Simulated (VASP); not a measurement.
# Ga: relaxation of cell and atoms with PBE

Ga:

```
Ga
1.0
     4.45521    0.00000    0.00000
    -2.22760    3.85832    0.00000
     0.00000    0.00000    2.75617
Ga
2
Direct
  0.33333 0.66667 0.00000
  0.66667 0.33333 0.00000
```

```yaml
Program: VASP 6.6.1
Task: relaxation of cell and atoms
Functional: PBE
Potentials_or_basis: VASP PAW PBE potentials, release 64 (Ga_d)
Cutoff: 600 eV
k_mesh: 15 × 15 × 20
Occupations: gaussian, width 0.1 eV
Spin: no spin polarisation
Dipole_correction: no
Further_INCAR_settings: ALGO = Fast; EDIFF = 1e-06; IBRION = 2; EDIFFG = -0.01; NSW = 100; ISIF = 3
```

| Quantity | Value |
| --- | --- |
| Relaxed volume | 23.69 Å³/atom |
| Relaxed cell | a = 4.454 Å, b = 4.454 Å, c = 2.758 Å, α = 90.00°, β = 90.00°, γ = 120.00° |
| Space group after relaxing (to 0.05 Å) | P6/mmm (No. 191) |
| Energy gained by relaxing | 0.0 meV/atom |
| Ionic steps | 2 |
| Pressure after relaxing | 0.0 GPa |
| Band gap on the k mesh | zero (band 13 reaches 5.96 eV, above the bottom of band 14 at 2.13 eV) |

Final structure:
```xyz
2
Lattice="4.4543 0.0000 0.0000 -2.2272 3.8576 0.0000 0.0000 0.0000 2.7578" Properties=species:S:1:pos:R:3 pbc="T T T"
Ga    0.0000    2.5717    0.0000
Ga    2.2272    1.2859    0.0000
```

Levels at points of the mesh, in eV from the Fermi level:
| k point | band 11 | band 12 | band 13 | band 14 | band 15 | band 16 |
| --- | --- | --- | --- | --- | --- | --- |
| (0.00, 0.00, 0.00) | -10.03 | -1.54 | -0.58 | -0.58 | 3.16 | 3.16 |
| (0.00, 0.00, 0.50) | -5.87 | -3.70 | 2.52 | 2.52 | 2.73 | 3.56 |

Run time: 2.5 min on 1 thread of Intel(R) Xeon(R) Platinum 8488C (Sapphire Rapids), with other jobs on the host, peak memory 0.36 GiB.
